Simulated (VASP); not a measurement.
# InPd (Pm-3m) in VASP: a series of runs

InPd is run at these levels: PBEsol, PBEsol+D3(BJ); tasks: single point.

Everything below comes from runs of VASP 6.6.1. Logs are shortened: lines on timing, memory, paths and dates and some standing lists are left out, and cuts for length are marked.

## Step 1: The cell of the first run

Symmetry: Pm-3m, No. 221, cubic system. Conventional cell: a = 3.272 Å, b = 3.272 Å, c = 3.272 Å, α = 90.00°, β = 90.00°, γ = 90.00°. Within 3.7 Å of In (site symmetry m-3m) lie 8 Pd at 2.83 Å and 6 In at 3.27 Å. Pd (site symmetry m-3m) has 8 In at 2.83 Å and 6 Pd at 3.27 Å within 3.7 Å.

## Step 2: Single point, PBEsol, non-collinear spin, zero start, spin-orbit coupling

Input file INCAR:

```
PREC = Accurate
ENCUT = 520
EDIFF = 1E-6
ISMEAR = -1
SIGMA = 0.05
LREAL = F
LASPH = T
NELM = 150
ALGO = Normal
ISIF = 2
LWAVE = F
LCHARG = F
MAGMOM = 0 0 0 0 0 0
LORBIT = 11
LSORBIT = T
GGA_COMPAT = F
LORBMOM = T
LMAXMIX = 4
GGA = PS
NBANDS = 35
```

Input file KPOINTS:

```
regular mesh
0
Gamma
  8 8 8
```

Input file POSCAR:

```
InPd
1.0
    3.2718847800      0.0000000000      0.0000000000
    0.0000000000      3.2718847800      0.0000000000
    0.0000000000      0.0000000000      3.2718847800
In Pd
1 1
Direct
    0.0000000000      0.0000000000      0.0000000000
    0.5000000000      0.5000000000      0.5000000000
```

Potentials or basis: VASP PAW PBE potentials, release 64 (In_d, Pd).

Run with:

```bash
> cat potpaw_PBE.64/In_d/POTCAR potpaw_PBE.64/Pd/POTCAR > POTCAR
> mpirun -np 1 vasp_ncl > vasp.out
```

OUTCAR:

```text
PREC = Accurate
   ENCUT = 520
   EDIFF = 1E-6
   ISMEAR = -1
   LREAL = F
   LASPH = T
   NELM = 150
   ISIF = 2
   LORBIT = 11
   LSORBIT = T
   GGA = PS

 ion  position               nearest neighbor table
   1  0.000  0.000  0.000-   2 2.83   2 2.83   2 2.83   2 2.83   2 2.83   2 2.83   2 2.83   2 2.83

   2  0.500  0.500  0.500-   1 2.83   1 2.83   1 2.83   1 2.83   1 2.83   1 2.83   1 2.83   1 2.83

  LATTYP: Found a simple cubic cell.
 ALAT       =     3.2718847800

  Lattice vectors:

 A1 = (   3.2718847800,   0.0000000000,   0.0000000000)
 A2 = (   0.0000000000,   3.2718847800,   0.0000000000)
 A3 = (   0.0000000000,   0.0000000000,   3.2718847800)

Analysis of symmetry for initial positions (statically):
=====================================================================
 Subroutine PRICEL returns:
 Original cell was already a primitive cell.

 Routine SETGRP: Setting up the symmetry group for a
 simple cubic supercell.

 Subroutine GETGRP returns: Found 48 space group operations
 (whereof 48 operations were pure point group operations)
 out of a pool of 48 trial point group operations.

The static configuration has the point symmetry O_h .

Analysis of symmetry for dynamics (positions and initial velocities):
=====================================================================
 Subroutine PRICEL returns:
 Original cell was already a primitive cell.

 Routine SETGRP: Setting up the symmetry group for a
 simple cubic supercell.

 Subroutine GETGRP returns: Found 48 space group operations
 (whereof 48 operations were pure point group operations)
 out of a pool of 48 trial point group operations.

The dynamic configuration has the point symmetry O_h .

Analysis of structural, dynamic, and magnetic symmetry:
=====================================================================
 Subroutine PRICEL returns:
 Original cell was already a primitive cell.

 Routine SETGRP: Setting up the symmetry group for a
 simple cubic supercell.

 Subroutine GETGRP returns: Found 48 space group operations
 (whereof 48 operations were pure point group operations)
 out of a pool of 48 trial point group operations.

The overall configuration has the point symmetry O_h .

 Subroutine INISYM returns: Found 48 space group operations
 (whereof 48 operations are pure point group operations),
 and found     1 'primitive' translations

----------------------------------------------------------------------------------------
[... 1089 lines left out ...]
 -----------------------------------------------------------------------------------
    total drift:                                0.000000     -0.000000     -0.000000

  FREE ENERGIE OF THE ION-ELECTRON SYSTEM (eV)
  ---------------------------------------------------
  free  energy   TOTEN  =       -10.0653242043 eV

  energy  without entropy=      -10.0550735572  energy(sigma->0) =      -10.06019888

 orbital moment (x)

 # of ion     p       d       tot
 ----------------------------------------
  1        -0.000  -0.000  -0.000
  2         0.000  -0.000  -0.000
 ----------------------------------------
           -0.000  -0.000  -0.000

 orbital moment (y)

 # of ion     p       d       tot
 ----------------------------------------
  1         0.000   0.000   0.000
  2         0.000   0.000   0.000
 ----------------------------------------
            0.000   0.000   0.000

 orbital moment (z)

 # of ion     p       d       tot
 ----------------------------------------
  1         0.000   0.000   0.000
  2         0.000   0.000   0.000
 ----------------------------------------
            0.000   0.000   0.000

 Spin-Orbit-Coupling matrix elements

 Ion:    1  E_soc:     -0.0715735
 l=   1
     0.0000000    -0.0053408    -0.0053408
    -0.0053408     0.0000000    -0.0053408
    -0.0053408    -0.0053408     0.0000000
 l=   2
     0.0000000    -0.0013790     0.0000000    -0.0013790    -0.0052092
    -0.0013790     0.0000000    -0.0039069    -0.0013790    -0.0013023
     0.0000000    -0.0039069     0.0000000    -0.0039069     0.0000000
    -0.0013790    -0.0013790    -0.0039069     0.0000000    -0.0013023
    -0.0052092    -0.0013023     0.0000000    -0.0013023     0.0000000
 l=   3
     0.0000000     0.0000000     0.0000000     0.0000000     0.0000000     0.0000000     0.0000000
     0.0000000     0.0000000     0.0000000     0.0000000     0.0000000     0.0000000     0.0000000
     0.0000000     0.0000000     0.0000000     0.0000000     0.0000000     0.0000000     0.0000000
     0.0000000     0.0000000     0.0000000     0.0000000     0.0000000     0.0000000     0.0000000
     0.0000000     0.0000000     0.0000000     0.0000000     0.0000000     0.0000000     0.0000000
     0.0000000     0.0000000     0.0000000     0.0000000     0.0000000     0.0000000     0.0000000
     0.0000000     0.0000000     0.0000000     0.0000000     0.0000000     0.0000000     0.0000000

 Ion:    2  E_soc:     -0.0629016
 l=   1
     0.0000000    -0.0018112    -0.0018112
    -0.0018112     0.0000000    -0.0018112
    -0.0018112    -0.0018112     0.0000000
 l=   2
     0.0000000    -0.0015401     0.0000000    -0.0015401    -0.0071323
    -0.0015401     0.0000000    -0.0053492    -0.0015401    -0.0017831
     0.0000000    -0.0053492     0.0000000    -0.0053492     0.0000000
    -0.0015401    -0.0015401    -0.0053492     0.0000000    -0.0017831
    -0.0071323    -0.0017831     0.0000000    -0.0017831     0.0000000
 l=   3
     0.0000000     0.0000000     0.0000000     0.0000000     0.0000000     0.0000000     0.0000000
     0.0000000     0.0000000     0.0000000     0.0000000     0.0000000     0.0000000     0.0000000
     0.0000000     0.0000000     0.0000000     0.0000000     0.0000000     0.0000000     0.0000000
     0.0000000     0.0000000     0.0000000     0.0000000     0.0000000     0.0000000     0.0000000
     0.0000000     0.0000000     0.0000000     0.0000000     0.0000000     0.0000000     0.0000000
     0.0000000     0.0000000     0.0000000     0.0000000     0.0000000     0.0000000     0.0000000
     0.0000000     0.0000000     0.0000000     0.0000000     0.0000000     0.0000000     0.0000000

 total charge

# of ion       s       p       d       tot
------------------------------------------
    1        0.799   0.744   9.901  11.445
    2        0.419   0.421   8.638   9.477
--------------------------------------------------
tot          1.218   1.165  18.539  20.922

 magnetization (x)

# of ion       s       p       d       tot
------------------------------------------
    1        0.000   0.000   0.000   0.000
    2       -0.000  -0.000  -0.000  -0.000
--------------------------------------------------
tot         -0.000  -0.000  -0.000  -0.000

 magnetization (y)

# of ion       s       p       d       tot
------------------------------------------
    1        0.000   0.000  -0.000  -0.000
    2        0.000  -0.000  -0.000   0.000
--------------------------------------------------
tot          0.000   0.000  -0.000   0.000

 magnetization (z)

# of ion       s       p       d       tot
------------------------------------------
    1        0.000   0.000   0.000   0.000
    2        0.000  -0.000   0.000   0.000
--------------------------------------------------
tot          0.000   0.000   0.000   0.000
```

OSZICAR:

```text
N       E                     dE             d eps       ncg     rms          rms(c)
DAV:   1     0.222376327063E+03    0.22238E+03   -0.10518E+04  2506   0.180E+03
DAV:   2     0.135628169155E+02   -0.20881E+03   -0.19392E+03  2483   0.440E+02
DAV:   3    -0.950259535869E+01   -0.23065E+02   -0.22195E+02  2706   0.147E+02
DAV:   4    -0.103161849481E+02   -0.81359E+00   -0.81105E+00  3019   0.271E+01
DAV:   5    -0.103614798989E+02   -0.45295E-01   -0.45289E-01  3675   0.588E+00    0.691E+00
DAV:   6    -0.101209906035E+02    0.24049E+00   -0.52409E-01  3001   0.104E+01    0.306E+00
DAV:   7    -0.100778796626E+02    0.43111E-01   -0.62170E-02  3397   0.511E+00    0.172E+00
DAV:   8    -0.100664854717E+02    0.11394E-01   -0.21742E-02  3323   0.166E+00    0.504E-01
DAV:   9    -0.100654234715E+02    0.10620E-02   -0.14366E-03  3175   0.621E-01    0.258E-01
DAV:  10    -0.100653269491E+02    0.96522E-04   -0.17018E-04  3326   0.188E-01    0.456E-02
DAV:  11    -0.100653245352E+02    0.24139E-05   -0.11755E-05  3454   0.664E-02    0.214E-02
DAV:  12    -0.100653242043E+02    0.33082E-06   -0.15073E-06  2436   0.127E-02
   1 F= -.10065324E+02 E0= -.10060199E+02  d E =-.102506E-01  mag=     0.0000     0.0000     0.0000
```

stdout:

```text
POSCAR found type information on POSCAR InPd
 POSCAR found :  2 types and       2 ions
 scaLAPACK will be used
 -----------------------------------------------------------------------------
|                                                                             |
|                                                                             |
|     You enforced a specific xc type in the INCAR file but a different       |
|     I HOPE YOU KNOW WHAT YOU ARE DOING!                                     |
|                                                                             |
 -----------------------------------------------------------------------------

 LDA part: xc-table for (Slater+PW92), standard interpolation
 POSCAR, INCAR and KPOINTS ok, starting setup
 FFT: planning ... GRIDC
 FFT: planning ... GRID_SOFT
 FFT: planning ... GRID
 WAVECAR not read
 entering main loop
```

Wall time 67 s (1 thread of Intel Xeon Platinum 8488C (Sapphire Rapids), shared host); peak memory 0.23 GiB.

Results:

```
Free energy                                           : -10.0653 eV
Pressure                                              : -2.9 GPa
Net moment                                            : 0.00 μB per cell
Valence electrons inside the program's atomic spheres : In 11.45; Pd 9.48
```

Moments on the atoms (μB; x, y, z):
```
In  0.00 0.00 0.00
Pd  0.00 0.00 0.00
```

Caveat: the PAW data sets were made with another functional, which shifts forces and pressure a little.

## Step 3: Single point, PBEsol+D3(BJ)

This run uses another cell than the first one, of 16.62 Å³/atom, 0.949 times its volume.

Input file INCAR:

```
PREC = Accurate ; ENCUT = 520
EDIFF = 1E-6 ; ISMEAR = -1
SIGMA = 0.05 ; LREAL = F
LASPH = T ; NELM = 100
ALGO = Fast ; ISIF = 2
LWAVE = F ; LCHARG = F
GGA = PS ; IVDW = 12
NBANDS = 18
```

Input file KPOINTS:

```
Automatic mesh
0
Gamma
  8 8 8
```

Input file POSCAR:

```
InPd
1.0
    3.2153770177      0.0000000000      0.0000000000
    0.0000000000      3.2153770177      0.0000000000
    0.0000000000      0.0000000000      3.2153770177
In Pd
1 1
Direct
    0.0000000000      0.0000000000      0.0000000000
    0.5000000000      0.5000000000      0.5000000000
```

Potentials or basis: VASP PAW PBE potentials, release 64 (In_d, Pd).

Run with:

```bash
> cat potpaw_PBE.64/In_d/POTCAR potpaw_PBE.64/Pd/POTCAR > POTCAR
> mpirun -np 1 vasp_std > vasp.out
```

OUTCAR:

```text
PREC = Accurate
   ENCUT = 520
   EDIFF = 1E-6
   ISMEAR = -1
   LREAL = F
   LASPH = T
   NELM = 100
   ISIF = 2
   GGA = PS
   IVDW = 12
 IVDW          = 12

 ion  position               nearest neighbor table
   1  0.000  0.000  0.000-   2 2.78   2 2.78   2 2.78   2 2.78   2 2.78   2 2.78   2 2.78   2 2.78

   2  0.500  0.500  0.500-   1 2.78   1 2.78   1 2.78   1 2.78   1 2.78   1 2.78   1 2.78   1 2.78

  LATTYP: Found a simple cubic cell.
 ALAT       =     3.2153770177

  Lattice vectors:

[... 692 lines left out ...]
------------------------ aborting loop because EDIFF is reached ----------------------------------------

 Edisp (eV)   -1.12401

 E8    (eV) :    -0.7837

  FORCE on cell =-STRESS in cart. coord.  units (eV):
  Direction    XX          YY          ZZ          XY          YZ          ZX
  --------------------------------------------------------------------------------------
  -------------------------------------------------------------------------------------
  Total      -0.17319    -0.17319    -0.17319    -0.00000     0.00000     0.00000
  in kB      -8.34716    -8.34716    -8.34716    -0.00000     0.00000     0.00000
  external pressure =       -8.35 kB  Pullay stress =        0.00 kB

 VOLUME and BASIS-vectors are now :
 -----------------------------------------------------------------------------
  energy-cutoff  :      520.00
  volume of cell :       33.24
      direct lattice vectors                 reciprocal lattice vectors
     3.215377018  0.000000000  0.000000000     0.311005520  0.000000000  0.000000000
     0.000000000  3.215377018  0.000000000     0.000000000  0.311005520  0.000000000
     0.000000000  0.000000000  3.215377018     0.000000000  0.000000000  0.311005520

 POSITION                                       TOTAL-FORCE (eV/Angst)
 -----------------------------------------------------------------------------------
      0.00000      0.00000      0.00000         0.000000      0.000000      0.000000
      1.60769      1.60769      1.60769         0.000000      0.000000      0.000000
 -----------------------------------------------------------------------------------
    total drift:                                0.000000      0.000000     -0.000000

  FREE ENERGIE OF THE ION-ELECTRON SYSTEM (eV)
  ---------------------------------------------------
  free  energy   TOTEN  =       -11.1143545716 eV

  energy  without entropy=      -11.1044689591  energy(sigma->0) =      -11.10941177
```

OSZICAR:

```text
N       E                     dE             d eps       ncg     rms          rms(c)
DAV:   1     0.165050266627E+03    0.16505E+03   -0.10982E+04  1310   0.171E+03
DAV:   2    -0.117456675149E+01   -0.16622E+03   -0.15936E+03  1276   0.365E+02
DAV:   3    -0.101008258268E+02   -0.89263E+01   -0.88169E+01  1416   0.896E+01
DAV:   4    -0.102984471908E+02   -0.19762E+00   -0.19752E+00  1574   0.119E+01
DAV:   5    -0.103064885885E+02   -0.80414E-02   -0.80411E-02  1664   0.227E+00    0.775E+00
RMM:   6    -0.100493331504E+02    0.25716E+00   -0.47941E-01  1413   0.726E+00    0.369E+00
RMM:   7    -0.100016107491E+02    0.47722E-01   -0.66487E-02  1526   0.284E+00    0.171E+00
RMM:   8    -0.999114415607E+01    0.10467E-01   -0.20377E-02  1518   0.125E+00    0.423E-01
RMM:   9    -0.999023994177E+01    0.90421E-03   -0.51439E-03  1756   0.115E+00    0.130E-01
RMM:  10    -0.999045537027E+01   -0.21543E-03   -0.16765E-03  1576   0.389E-01    0.983E-02
RMM:  11    -0.999032340069E+01    0.13197E-03   -0.58320E-04  1654   0.349E-01    0.266E-02
RMM:  12    -0.999034545273E+01   -0.22052E-04   -0.23753E-04  2028   0.147E-01    0.521E-02
RMM:  13    -0.999034850407E+01   -0.30513E-05   -0.30674E-05  1842   0.469E-02    0.710E-02
RMM:  14    -0.999034898047E+01   -0.47640E-06   -0.55314E-06  1276   0.192E-02
   1 F= -.11114355E+02 E0= -.11109412E+02  d E =-.988561E-02
```

Run time: 7.6 s. Hardware: 1 thread of Intel Xeon 6975P-C, shared host; peak memory 0.16 GiB.

What came out:

| Property | Result |
| --- | --- |
| Free energy | -11.1144 eV |
| Pressure | -0.8 GPa |
| Dispersion energy per atom | -0.562 eV |

Caveat: three body term missing; the PAW data sets were made with another functional, which shifts forces and pressure a little; spin-orbit coupling is left out, which moves the levels of the heavy elements; pairwise dispersion overbinds metals, which lowers pressure and volume.

## Step 4: Single point, PBEsol+D3(BJ)

Input file INCAR:

```
PREC = Accurate ; ENCUT = 520
EDIFF = 1E-7 ; ISMEAR = -1
SIGMA = 0.05 ; LREAL = False
LASPH = True ; NELM = 100
ALGO = Fast ; ISIF = 2
LWAVE = False ; LCHARG = False
GGA = PS ; IVDW = 12
NBANDS = 18
```

Input file KPOINTS:

```
regular mesh
0
Gamma
  8 8 8
```

Input file POSCAR:

```
InPd
1.0
    3.2718847800      0.0000000000      0.0000000000
    0.0000000000      3.2718847800      0.0000000000
    0.0000000000      0.0000000000      3.2718847800
In Pd
1 1
Direct
    0.0000000000      0.0000000000      0.0000000000
    0.5000000000      0.5000000000      0.5000000000
```

Run with:

```bash
> cat potpaw_PBE.64/In_d/POTCAR potpaw_PBE.64/Pd/POTCAR > POTCAR
> mpirun -np 1 vasp_std > vasp.out
```

It took 11 s on 1 thread of Intel Xeon 6975P-C, shared host; peak memory 0.16 GiB.

The run converged. Its results:

| Property | Result |
| --- | --- |
| Free energy | -11.0642 eV |
| Pressure | -7.8 GPa |
| Dispersion energy per atom | -0.533 eV |

Levels at points of the mesh, in eV from the Fermi level:
| k point | band 8 | band 9 | band 10 | band 11 | band 12 | band 13 | band 14 | band 15 | band 16 | band 17 |
| --- | --- | --- | --- | --- | --- | --- | --- | --- | --- | --- |
| (0.00, 0.00, 0.00) | -3.71 | -2.16 | -2.16 | -2.16 | 4.27 | 4.27 | 4.27 | 9.47 | 10.69 | 10.69 |
| (0.50, 0.00, 0.00) | -3.69 | -3.16 | -3.16 | -2.24 | -1.01 | 9.62 | 9.62 | 9.99 | 10.78 | 10.78 |
| (0.50, 0.50, 0.00) | -2.57 | -2.57 | -2.26 | -2.26 | -1.58 | 1.55 | 2.54 | 9.52 | 11.40 | 11.40 |
| (0.50, 0.50, 0.50) | -4.78 | -1.54 | -1.54 | -0.03 | 3.86 | 3.86 | 3.86 | 4.49 | 4.49 | 4.49 |

Caveat: three body term missing; the PAW data sets were made with another functional, which shifts forces and pressure a little; spin-orbit coupling is left out, which moves the levels of the heavy elements; pairwise dispersion overbinds metals, which lowers pressure and volume.

## Step 5: Overview

| level | spin | cell | gap on the mesh (eV) | pressure (GPa) |
| --- | --- | --- | --- | --- |
| PBEsol | non-collinear, zero start, SOC | a = 3.272 Å, 2 atoms | - | -2.9 |
| PBEsol+D3(BJ) | off | a = 3.215 Å, 2 atoms | none | -0.8 |
| PBEsol+D3(BJ) | off | a = 3.272 Å, 2 atoms | none | -7.8 |

Alike in all rows: task single point; potentials or basis VASP PAW PBE potentials, release 64 (In_d, Pd); k mesh 8 × 8 × 8; cutoff (eV) 520; smearing fermi-dirac 0.05 eV.

Caveats: the PAW data sets were made with another functional, which shifts forces and pressure a little; three body term missing (some runs); spin-orbit coupling is left out, which moves the levels of the heavy elements (some runs); pairwise dispersion overbinds metals, which lowers pressure and volume (some runs).

Total energies depend on the potentials used, so only differences within one code and one set of settings carry meaning.
